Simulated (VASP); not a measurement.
# WS2 (R3m) in VASP: settings compared, part 2 of 2

VASP 6.6.1. The steps go on from the part before.

### 4 Single point, RPBE, collinear spin (23.43 Å³/atom)

This run uses another cell than the first one, of 23.43 Å³/atom.

Contents of INCAR:

```
SYSTEM = WS2
PREC = Accurate ; ENCUT = 500
EDIFF = 1E-6 ; ISMEAR = 0
SIGMA = 0.05 ; LREAL = .FALSE.
LASPH = .TRUE. ; NELM = 200
ALGO = Normal ; ISIF = 2
LWAVE = .FALSE. ; LCHARG = .FALSE.
ISPIN = 2 ; MAGMOM = 0.05 0 0
LORBIT = 11 ; LMAXMIX = 4
GGA = RP ; NBANDS = 24
GGA_COMPAT = .FALSE.
```

Contents of KPOINTS:

```
Automatic mesh
0
G
  8 8 8
  0 0 0
```

Contents of POSCAR:

```
WS2
1.0
    1.6049625904      0.9266255836      7.8761331086
   -1.6049625904      0.9266255836      7.8761331086
    0.0000000000     -1.8532511672      7.8761331087
W S
1 2
Direct
   -0.0006776684     -0.0006776684     -0.0006776684
    0.7325506415      0.7325506415      0.7325506415
    0.5994270269      0.5994270269      0.5994270269
```

Potentials or basis: VASP PAW PBE potentials, release 64 (W_sv, S).

On the command line:

```
cat potpaw_PBE.64/W_sv/POTCAR potpaw_PBE.64/S/POTCAR > POTCAR
mpirun -np 1 vasp_std > vasp.out
```

OUTCAR:

```text
SYSTEM = WS2
   PREC = Accurate
   ENCUT = 500
   EDIFF = 1E-6
   ISMEAR = 0
   LREAL = .FALSE.
   LASPH = .TRUE.
   NELM = 200
   ISIF = 2
   ISPIN = 2
   LORBIT = 11
   GGA = RP

 ion  position               nearest neighbor table
   1  0.999  0.999  0.999-   2 2.43   2 2.43   2 2.43   3 2.43   3 2.43   3 2.43
   2  0.733  0.733  0.733-   1 2.43   1 2.43   1 2.43
   3  0.599  0.599  0.599-   1 2.43   1 2.43   1 2.43

  LATTYP: Found a trigonal (rhomboedric) cell.
 ALAT       =     8.0912306007
 COS(alpha) =     0.9213079850

  Lattice vectors:

 A1 = (   1.6049625904,   0.9266255836,   7.8761331086)
 A2 = (  -1.6049625904,   0.9266255836,   7.8761331086)
 A3 = (   0.0000000000,  -1.8532511672,   7.8761331087)

Analysis of symmetry for initial positions (statically):
=====================================================================
 Subroutine PRICEL returns:
 Original cell was already a primitive cell.

 Routine SETGRP: Setting up the symmetry group for a
 trigonal (rhombohedral) supercell.

 Subroutine GETGRP returns: Found  6 space group operations
 (whereof  6 operations were pure point group operations)
 out of a pool of 12 trial point group operations.

The static configuration has the point symmetry C_3v.

Analysis of symmetry for dynamics (positions and initial velocities):
=====================================================================
 Subroutine PRICEL returns:
 Original cell was already a primitive cell.

 Routine SETGRP: Setting up the symmetry group for a
 trigonal (rhombohedral) supercell.

 Subroutine GETGRP returns: Found  6 space group operations
 (whereof  6 operations were pure point group operations)
 out of a pool of 12 trial point group operations.

The dynamic configuration has the point symmetry C_3v.

Analysis of structural, dynamic, and magnetic symmetry:
=====================================================================
 Subroutine PRICEL returns:
[... 157 lines left out ...]
  free energy    TOTEN  =       -22.50543715 eV

  energy without entropy =      -22.50543715  energy(sigma->0) =      -22.50543715

 E-fermi :   4.2514     XC(G=0):  -8.8902

 val. band max:        4.0407943785   @ k =   0.5000   0.5000   0.5000
 cond. band min:       5.9162160980   @ k =  -0.3750   0.3750   0.0000
 fundamental gap:      1.8754217195
 Fermi energy:         4.2514326256

 spin component 1

 k-point     1 :       0.0000    0.0000    0.0000
  band No.  band energies     occupation
      1     -70.2106      1.00000
      2     -34.4112      1.00000
      3     -34.2920      1.00000
      4     -34.2920      1.00000
      5     -10.7276      1.00000
      6      -9.1372      1.00000
[... 637 lines left out ...]
     23      15.8487      0.00000
     24      16.3549      0.00000

 [... further k-points ...]

 spin component 2

 k-point     1 :       0.0000    0.0000    0.0000
  band No.  band energies     occupation
      1     -70.2108      1.00000
      2     -34.4113      1.00000
      3     -34.2921      1.00000
      4     -34.2921      1.00000
      5     -10.7276      1.00000
      6      -9.1372      1.00000
[... 637 lines left out ...]
     23      15.8486      0.00000
     24      16.3524      0.00000

 [... further k-points ...]

------------------------ aborting loop because EDIFF is reached ----------------------------------------

  FORCE on cell =-STRESS in cart. coord.  units (eV):
  Direction    XX          YY          ZZ          XY          YZ          ZX
  --------------------------------------------------------------------------------------
  -------------------------------------------------------------------------------------
  Total       -0.0230860     -0.0230860     -0.0163827      0.0000000      0.0000000     -0.0000000
  in kB       -0.5262909     -0.5262909     -0.3734758      0.0000000      0.0000000     -0.0000000
  external PRESSURE =      -0.4753525 kB  Pullay stress =       0.0000000 kB

 VOLUME and BASIS-vectors are now :
 -----------------------------------------------------------------------------
  energy-cutoff  :      500.00
  volume of cell :       70.28
      direct lattice vectors                 reciprocal lattice vectors
     1.604962590  0.926625584  7.876133109     0.311533741  0.179864089  0.042321953
    -1.604962590  0.926625584  7.876133109    -0.311533741  0.179864089  0.042321953
     0.000000000 -1.853251167  7.876133109     0.000000000 -0.359728178  0.042321953

 POSITION                                       TOTAL-FORCE (eV/Angst)
 -----------------------------------------------------------------------------------
      0.00000      0.00000     23.61239         0.000000      0.000000     -0.000056
      0.00000      0.00000     17.30900         0.000000      0.000000     -0.010661
      0.00000      0.00000     14.16350         0.000000      0.000000      0.010716
 -----------------------------------------------------------------------------------
    total drift:                                0.000000      0.000000      0.000220

  FREE ENERGIE OF THE ION-ELECTRON SYSTEM (eV)
  ---------------------------------------------------
  free  energy   TOTEN  =       -22.5054371466 eV

  energy  without entropy=      -22.5054371466  energy(sigma->0) =      -22.50543715

 total charge

# of ion       s       p       d       tot
------------------------------------------
    1        2.313   6.311   3.325  11.948
    2        1.361   2.363   0.000   3.724
    3        1.361   2.363   0.000   3.724
--------------------------------------------------
tot          5.034  11.037   3.325  19.396

 magnetization (x)

# of ion       s       p       d       tot
------------------------------------------
    1        0.000  -0.000   0.000   0.000
    2        0.000   0.000   0.000   0.000
    3        0.000   0.000   0.000   0.000
--------------------------------------------------
tot          0.000   0.000   0.000   0.000
```

It took 20 min on 1 thread of Oxide Virtual Turin-like, shared host; peak memory 0.64 GiB.

Results:

```
Free energy                                           : -22.5054 eV
Pressure                                              : 0.0 GPa
Largest force                                         : 0.011 eV/Å
Band gap on the k mesh                                : 1.88 eV (least direct gap 2.18 eV)
Net moment                                            : 0.00 μB per cell
Valence electrons inside the program's atomic spheres : W 11.95; S 3.72
```

Forces in eV/Å, atoms in the order of the input:
```
W    0.000  0.000  0.000
S    0.000  0.000 -0.011
S    0.000  0.000  0.011
```

Caveat: the PAW data sets were made with another functional, which shifts forces and pressure a little; spin-orbit coupling is left out, which moves the levels of the heavy elements. A k mesh can miss the band edges.

### 5 Summary

| level | cell | gap on the mesh (eV) | pressure (GPa) | moment (μB) | largest force (eV/Å) |
| --- | --- | --- | --- | --- | --- |
| revPBE | a = 7.683 Å, angles 24.0°, 3 atoms, atomic positions A | 1.85 | 0.4 | 0.00 | 0.02 |
| RPBE | a = 7.730 Å, angles 23.9°, 3 atoms, atomic positions B | 1.82 | 0.3 | 0.00 | 0.01 |
| RPBE | a = 8.091 Å, angles 22.9°, 3 atoms, atomic positions C | 1.88 | 0.0 | 0.00 | 0.01 |

Alike in all rows: task single point; potentials or basis VASP PAW PBE potentials, release 64 (W_sv, S); spin collinear; k mesh 8 × 8 × 8; cutoff (eV) 500; smearing gaussian 0.05 eV.

Caveats: the PAW data sets were made with another functional, which shifts forces and pressure a little; spin-orbit coupling is left out, which moves the levels of the heavy elements.

Absolute energies hang on the potentials; compare differences alone.
